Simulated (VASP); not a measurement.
Input of a VASP 6.6.1 run:

Contents of INCAR:

```
SYSTEM = Ir2Ru
PREC = Accurate ; ENCUT = 520
EDIFF = 1E-6 ; ISMEAR = 0
SIGMA = 0.1 ; LREAL = .FALSE.
LASPH = .TRUE. ; NELM = 150
ALGO = Normal ; ISIF = 2
LWAVE = .FALSE. ; LCHARG = .TRUE.
ISPIN = 2 ; MAGMOM = 1 1 1 1 1 1
LORBIT = 11 ; LMAXMIX = 4
GGA = PE ; LELF = .TRUE.
LVHAR = .TRUE. ; NBANDS = 45
```

File KPOINTS:

```
regular mesh
0
G
  6 6 2
  0 0 0
```

POSCAR

```
Ir2Ru
1.0
    2.7657789986      0.0000000000      0.0000000000
   -1.3828894993      2.3952348741      0.0000000000
    0.0000000000      0.0000000000     12.9753144688
Ru Ir
2 4
Direct
    0.3333333333      0.6666666667      0.7500000000
    0.6666666667      0.3333333333      0.2500000000
    0.3333333333      0.6666666667      0.0858776630
    0.3333333333      0.6666666667      0.4141223370
    0.6666666667      0.3333333333      0.9141223370
    0.6666666667      0.3333333333      0.5858776630
```

Potentials or basis: VASP PAW PBE potentials, release 64 (Ru_pv, Ir).

Command:

```console
$ cat potpaw_PBE.64/Ru_pv/POTCAR potpaw_PBE.64/Ir/POTCAR > POTCAR
$ mpirun -np 1 vasp_std > vasp.out
```

Problem. What does it give for the largest force?

Solution. 0.012 eV/Å.

Problem. What does it give for the band gap on the k mesh?

Solution. Zero (filled and empty bands overlap).

Stress tensor (GPa, compression positive):
```
0.19 0.00 0.00
0.00 0.19 0.00
0.00 0.00 0.61
```

Caveat: the k points lie up to 0.44 Å⁻¹ apart, too coarse for converged energies and pressures of a metal; spin-orbit coupling is left out, which moves the levels of the heavy elements.
